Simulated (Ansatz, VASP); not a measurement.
# Ti: VASP beside Ansatz

```
Ti
1.0
     2.99425    0.00000    0.00000
    -1.49712    2.59309    0.00000
     0.00000    0.00000    4.54542
Ti
2
Direct
  0.33333 0.66667 0.25000
  0.66667 0.33333 0.75000
```

Change from the starting cell: strain +0.015 along x and y, -0.030 along z, atoms carried along.

Alike in both runs: task single point; functional PBEsol; k mesh 18 × 18 × 10; occupations gaussian, width 0.15 eV; no spin polarisation.

```csv
,VASP,Ansatz
version,VASP 6.6.1,Ansatz 0.2.0
potentials or method,"VASP PAW PBE potentials, release 64 (Ti_sv), cutoff 520 eV","scalar-relativistic, plane waves, PAW"
valence electrons in the cell,24,24
```

```csv
,VASP,Ansatz,Ansatz less VASP
gap on the k mesh at the Fermi level (eV),none,none,-
pressure (GPa),-5.9,-5.7,+0.22
"traceless stress, the component that is largest in VASP (GPa)",2.74,2.76,+0.017
```

VASP's potentials were made for PBE, not for PBEsol. A gap of «none» marks a metal or a gap that the smearing closes. With one functional, cell and mesh, what is left measures potentials, basis and numerics.
